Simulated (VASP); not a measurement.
# SiNi (Pnma) in VASP: electric field gradients with PBEsol

Aim: the electric field gradients of SiNi with PBEsol.

Everything below comes from runs of VASP 6.6.1. Logs are shortened: lines on timing, memory, paths and dates and some standing lists are left out, and cuts for length are marked.

## 1. The cell of the first run

Symmetry: Pnma, No. 62, orthorhombic system. Conventional cell: a = 5.104 Å, b = 3.348 Å, c = 5.533 Å, α = 90.00°, β = 90.00°, γ = 90.00°. Within 3.0 Å of Si (site symmetry m) lie 6 Ni at 2.26 to 2.38 Å and 2 Si at 2.65 Å. Ni (site symmetry m) has 6 Si at 2.26 to 2.38 Å and 4 Ni at 2.64 to 2.67 Å within 3.0 Å.

## 2. Electric field gradients, PBEsol

The input, INCAR:

```
SYSTEM = SiNi
PREC = Accurate
ENCUT = 520
EDIFF = 1E-8
ISMEAR = -1
SIGMA = 0.15
LREAL = .False.
LASPH = .True.
NELM = 60
ALGO = Normal
ISIF = 2
LWAVE = .False.
LCHARG = .False.
GGA = PS
LEFG = .True.
NBANDS = 38
```

The input, KPOINTS:

```
regular mesh
0
Gamma
  8 10 6
  0 0 0
```

The input, POSCAR:

```
SiNi
1.0
    5.1039670113      0.0000000000      0.0000000000
    0.0000000000      3.3475960597      0.0000000000
    0.0000000000      0.0000000000      5.5332438822
Si Ni
4 4
Direct
    0.3212179393      0.7500000000      0.0857690400
    0.1787820607      0.2500000000      0.5857690400
    0.8212179393      0.7500000000      0.4142309600
    0.6787820607      0.2500000000      0.9142309600
    0.0092114513      0.2500000000      0.1874431827
    0.4907885487      0.7500000000      0.6874431827
    0.5092114513      0.2500000000      0.3125568173
    0.9907885487      0.7500000000      0.8125568173
```

Potentials or basis: VASP PAW PBE potentials, release 64 (Si, Ni).

Launch:

```
cat potpaw_PBE.64/Si/POTCAR potpaw_PBE.64/Ni/POTCAR > POTCAR
mpirun -np 1 vasp_std > vasp.out
```

OUTCAR:

```text
SYSTEM = SiNi
   PREC = Accurate
   ENCUT = 520
   EDIFF = 1E-8
   ISMEAR = -1
   LREAL = .False.
   LASPH = .True.
   NELM = 60
   ISIF = 2
   GGA = PS

 ion  position               nearest neighbor table
   1  0.321  0.750  0.086-   8 2.26   7 2.30   7 2.30   6 2.37   5 2.38   5 2.38   4 2.65   4 2.65
                             3 3.13   3 3.13
   2  0.179  0.250  0.586-   7 2.26   8 2.30   8 2.30   5 2.37   6 2.38   6 2.38   3 2.65   3 2.65
                             4 3.13   4 3.13
   3  0.821  0.750  0.414-   6 2.26   5 2.30   5 2.30   8 2.37   7 2.38   7 2.38   2 2.65   2 2.65
                             1 3.13   1 3.13
   4  0.679  0.250  0.914-   5 2.26   6 2.30   6 2.30   7 2.37   8 2.38   8 2.38   1 2.65   1 2.65
                             2 3.13   2 3.13
   5  0.009  0.250  0.187-   4 2.26   3 2.30   3 2.30   2 2.37   1 2.38   1 2.38   7 2.64   7 2.64
                             8 2.67   8 2.67
   6  0.491  0.750  0.687-   3 2.26   4 2.30   4 2.30   1 2.37   2 2.38   2 2.38   8 2.64   8 2.64
                             7 2.67   7 2.67
   7  0.509  0.250  0.313-   2 2.26   1 2.30   1 2.30   4 2.37   3 2.38   3 2.38   5 2.64   5 2.64
                             6 2.67   6 2.67
   8  0.991  0.750  0.813-   1 2.26   2 2.30   2 2.30   3 2.37   4 2.38   4 2.38   6 2.64   6 2.64
                             5 2.67   5 2.67

  LATTYP: Found a simple orthorhombic cell.
 ALAT       =     3.3475960597
 B/A-ratio  =     1.5246663338
 C/A-ratio  =     1.6529007035

  Lattice vectors:

 A1 = (   0.0000000000,  -3.3475960597,   0.0000000000)
 A2 = (   5.1039670113,   0.0000000000,   0.0000000000)
 A3 = (   0.0000000000,   0.0000000000,   5.5332438822)

Analysis of symmetry for initial positions (statically):
=====================================================================
 Subroutine PRICEL returns:
 Original cell was already a primitive cell.

 Routine SETGRP: Setting up the symmetry group for a
 simple orthorhombic supercell.

 Subroutine GETGRP returns: Found  8 space group operations
 (whereof  2 operations were pure point group operations)
 out of a pool of  8 trial point group operations.

The static configuration has the point symmetry S_2 .
 The point group associated with its full space group is D_2h.

Analysis of symmetry for dynamics (positions and initial velocities):
=====================================================================
 Subroutine PRICEL returns:
 Original cell was already a primitive cell.

 Routine SETGRP: Setting up the symmetry group for a
 simple orthorhombic supercell.

 Subroutine GETGRP returns: Found  8 space group operations
 (whereof  2 operations were pure point group operations)
 out of a pool of  8 trial point group operations.

The dynamic configuration has the point symmetry S_2 .
 The point group associated with its full space group is D_2h.

 Subroutine INISYM returns: Found  8 space group operations
 (whereof  2 operations are pure point group operations),
 and found     1 'primitive' translations

----------------------------------------------------------------------------------------

                                     Primitive cell

  volume of cell :      94.5411

  direct lattice vectors                    reciprocal lattice vectors
     5.103967011  0.000000000  0.000000000     0.195926031  0.000000000  0.000000000
     0.000000000  3.347596060  0.000000000     0.000000000  0.298721824  0.000000000
     0.000000000  0.000000000  5.533243882     0.000000000  0.000000000  0.180725813

  length of vectors
     5.103967011  3.347596060  5.533243882     0.195926031  0.298721824  0.180725813

  position of ions in fractional coordinates (direct lattice)
     0.321217939  0.750000000  0.085769040
     0.178782061  0.250000000  0.585769040
     0.821217939  0.750000000  0.414230960
     0.678782061  0.250000000  0.914230960
     0.009211451  0.250000000  0.187443183
     0.490788549  0.750000000  0.687443183
     0.509211451  0.250000000  0.312556817
     0.990788549  0.750000000  0.812556817

  ion indices of the primitive-cell ions
[... 88 lines left out ...]
   ISYM   =      2    0-nonsym 1-usesym 2-fastsym
   POTIM  = 0.5000    time-step for ionic-motion
   TEBEG  =    0.0;   TEEND  =   0.0 temperature during run
   PSTRESS=    0.0 pullay stress
   NELECT =      56.0000    total number of electrons
   NUPDOWN=      -1.0000    fix difference up-down
   EMIN   =  10.00;   EMAX   =-10.00  energy-range for DOS
   EFERMI =   0.00;   METHOD = LEGACY
   ISMEAR =    -1;   SIGMA  =   0.15  broadening in eV -4-tet -1-fermi 0-gaus
   EFERMI_NEDOS =   21; number of points for ismear=-14 and -15
   IALGO  =     38    algorithm
   IMIX   =      4    mixing-type and parameters
     AMIX     =   0.40;   BMIX     =  1.00
     AMIX_MAG =   1.60;   BMIX_MAG =  1.00
  volume/ion in A,a.u.               =      11.82        79.75
  Fermi-wavevector in a.u.,A,eV,Ry     =   1.374877  2.598141 25.718923  1.890288
  Thomas-Fermi vector in A             =   2.500264
   LORBIT       =      0    0 simple, 1 ext, 2 COOP (PROOUT), +10 PAW based schemes
   GGA     = PS    functional components
   LHFCALC =     F    Hartree Fock is set to
   AEXX    =    0.0000 exact exchange contribution
   IVDW    =     0    specifies the selected vdW correction
   LEPSILON=     F    determine dielectric tensor
   LRPA    =     F    only Hartree local field effects (RPA)
 non-spin polarized calculation
  energy-cutoff  :      520.00
  volume of cell :       94.54
 maximum number of plane-waves:      2568
 NGX is ok and might be reduce to    40
   NGX = 19   NGY = 13   NGZ = 21

 number of electron      56.0000014 magnetization

 Free energy of the ion-electron system (eV)
  ---------------------------------------------------
  ext. energy  EPLUGINS =         0.00000000
  ---------------------------------------------------
  free energy    TOTEN  =       -52.33961472 eV

  energy without entropy =      -52.18079386  energy(sigma->0) =      -52.26020429

 E-fermi :  10.6815     XC(G=0): -12.4490

 val. band max:       10.6695014203   @ k =   0.0000   0.0000   0.3333
 cond. band min:      10.6883443515   @ k =   0.1250   0.4000   0.0000
 fundamental gap:      0.0188429312
 Fermi energy:        10.6814906241

 k-point     1 :       0.0000    0.0000    0.0000
  band No.  band energies     occupation
      1      -2.5219      2.00000
      2       0.9697      2.00000
      3       2.1741      2.00000
      4       2.7995      2.00000
      5       4.0130      2.00000
      6       4.5343      2.00000
[... 973 lines left out ...]
     37      16.7007      0.00000
     38      17.3359      0.00000

 [... further k-points ...]

------------------------ aborting loop because EDIFF is reached ----------------------------------------

  FORCE on cell =-STRESS in cart. coord.  units (eV):
  Direction    XX          YY          ZZ          XY          YZ          ZX
  --------------------------------------------------------------------------------------
  -------------------------------------------------------------------------------------
  Total        0.1507403      0.0629087      0.1380539      0.0000000      0.0000000      0.0000000
  in kB        2.5545776      1.0661073      2.3395841      0.0000000      0.0000000      0.0000000
  external PRESSURE =       1.9867563 kB  Pullay stress =       0.0000000 kB

 VOLUME and BASIS-vectors are now :
 -----------------------------------------------------------------------------
  energy-cutoff  :      520.00
  volume of cell :       94.54
      direct lattice vectors                 reciprocal lattice vectors
     5.103967011  0.000000000  0.000000000     0.195926031  0.000000000  0.000000000
     0.000000000  3.347596060  0.000000000     0.000000000  0.298721824  0.000000000
     0.000000000  0.000000000  5.533243882     0.000000000  0.000000000  0.180725813

 POSITION                                       TOTAL-FORCE (eV/Angst)
 -----------------------------------------------------------------------------------
      1.63949      2.51070      0.47458        -0.001501     -0.000000      0.003600
      0.91250      0.83690      3.24120         0.001501      0.000000      0.003600
      4.19147      2.51070      2.29204        -0.001501      0.000000     -0.003600
      3.46448      0.83690      5.05866         0.001501     -0.000000     -0.003600
      0.04701      0.83690      1.03717         0.012737     -0.000000     -0.002907
      2.50497      2.51070      3.80379        -0.012737      0.000000     -0.002907
      2.59900      0.83690      1.72945         0.012737      0.000000      0.002907
      5.05695      2.51070      4.49608        -0.012737      0.000000      0.002907
 -----------------------------------------------------------------------------------
    total drift:                               -0.000000     -0.000000     -0.000000

  FREE ENERGIE OF THE ION-ELECTRON SYSTEM (eV)
  ---------------------------------------------------
  free  energy   TOTEN  =       -52.3396147154 eV

  energy  without entropy=      -52.1807938577  energy(sigma->0) =      -52.26020429

 Electric field gradients (V/A^2)
---------------------------------------------------------------------
 ion       V_xx      V_yy      V_zz      V_xy      V_xz      V_yz
---------------------------------------------------------------------
   1      -1.608    -1.639     3.247    -0.000   -19.128     0.000
   2      -1.608    -1.639     3.247     0.000    19.128     0.000
   3      -1.608    -1.639     3.247     0.000    19.128    -0.000
   4      -1.608    -1.639     3.247     0.000   -19.128     0.000
   5      -7.496     7.712    -0.216    -0.000    -0.992     0.000
   6      -7.496     7.712    -0.216     0.000     0.992    -0.000
   7      -7.496     7.712    -0.216    -0.000     0.992    -0.000
   8      -7.496     7.712    -0.216    -0.000    -0.992    -0.000
---------------------------------------------------------------------

 Electric field gradients after diagonalization (V/A^2)
 (convention: |V_zz| > |V_xx| > |V_yy|)
----------------------------------------------------------------------
 ion       V_xx      V_yy      V_zz     asymmetry (V_yy - V_xx)/ V_zz
----------------------------------------------------------------------
   1     -18.461    -1.639    20.100       0.837
   2     -18.461    -1.639    20.100       0.837
   3     -18.461    -1.639    20.100       0.837
   4     -18.461    -1.639    20.100       0.837
   5      -7.629    -0.083     7.712       0.979
   6      -7.629    -0.083     7.712       0.979
   7      -7.629    -0.083     7.712       0.979
   8      -7.629    -0.083     7.712       0.979
----------------------------------------------------------------------

           NMR quadrupolar parameters

 Cq : quadrupolar parameter    Cq=e*Q*V_zz/h
 eta: asymmetry parameters     (V_yy - V_xx)/ V_zz
 Q  : nuclear electric quadrupole moment in mb (millibarn)
----------------------------------------------------------------------
 ion       Cq(MHz)       eta       Q (mb)
----------------------------------------------------------------------
   1       0.049       0.837       1.000
   2       0.049       0.837       1.000
   3       0.049       0.837       1.000
   4       0.049       0.837       1.000
   5       0.019       0.979       1.000
   6       0.019       0.979       1.000
   7       0.019       0.979       1.000
   8       0.019       0.979       1.000
----------------------------------------------------------------------
```

It took 16 min on 1 thread of Oxide Virtual Turin-like, shared host; peak memory 0.4 GiB.

What came out:

* Free energy: -52.3396 eV
* Pressure: 0.2 GPa
* Largest force: 0.013 eV/Å
* Band gap on the k mesh: zero (band 28 reaches 11.76 eV, above the bottom of band 29 at 9.90 eV)

Forces in eV/Å, atoms in the order of the input:
```
Si  -0.002  0.000  0.004
Si   0.002  0.000  0.004
Si  -0.002  0.000 -0.004
Si   0.002  0.000 -0.004
Ni   0.013  0.000 -0.003
Ni  -0.013  0.000 -0.003
Ni   0.013  0.000  0.003
Ni  -0.013  0.000  0.003
```

Levels at points of the mesh, in eV from the Fermi level:
```csv
k point,band 25,band 26,band 27,band 28,band 29,band 30,band 31,band 32
"(0.00, 0.00, 0.00)",-1.83,-1.23,-1.18,-0.97,0.63,1.36,3.38,3.90
"(0.50, 0.00, 0.00)",-1.90,-1.90,1.05,1.05,1.05,1.05,3.76,3.76
"(0.00, 0.50, 0.00)",-1.97,-1.97,-1.46,-1.46,-0.62,-0.62,2.06,2.06
"(0.50, 0.50, 0.00)",-1.76,-1.76,-1.76,-1.76,0.50,0.50,0.50,0.50
"(0.00, 0.00, 0.50)",-1.45,-1.45,-0.22,-0.22,0.91,0.91,3.37,3.37
"(0.50, 0.00, 0.50)",-1.01,-1.01,0.79,0.79,2.36,2.36,2.72,2.72
"(0.00, 0.50, 0.50)",-2.06,-2.06,-1.75,-1.75,0.16,0.16,1.37,1.37
"(0.50, 0.50, 0.50)",-1.96,-1.96,-1.96,-1.96,2.65,2.65,2.65,2.65
```

Electric field gradients, principal values (V/Å²):
| atom | least | middle | greatest (by size) |
| --- | --- | --- | --- |
| 1 Si | -1.639 | -18.461 | 20.100 |
| 2 Si | -1.639 | -18.461 | 20.100 |
| 3 Si | -1.639 | -18.461 | 20.100 |
| 4 Si | -1.639 | -18.461 | 20.100 |
| 5 Ni | -0.083 | -7.629 | 7.712 |
| 6 Ni | -0.083 | -7.629 | 7.712 |
| 7 Ni | -0.083 | -7.629 | 7.712 |
| 8 Ni | -0.083 | -7.629 | 7.712 |

Caveat: without QUAD_EFG the Cq values of the log hold for a quadrupole moment of 1 mb, not for the nuclei; the PAW data sets were made with another functional, which shifts forces and pressure a little. Spin polarisation is off, so any magnetic state and its effect on volume and gap are missing.
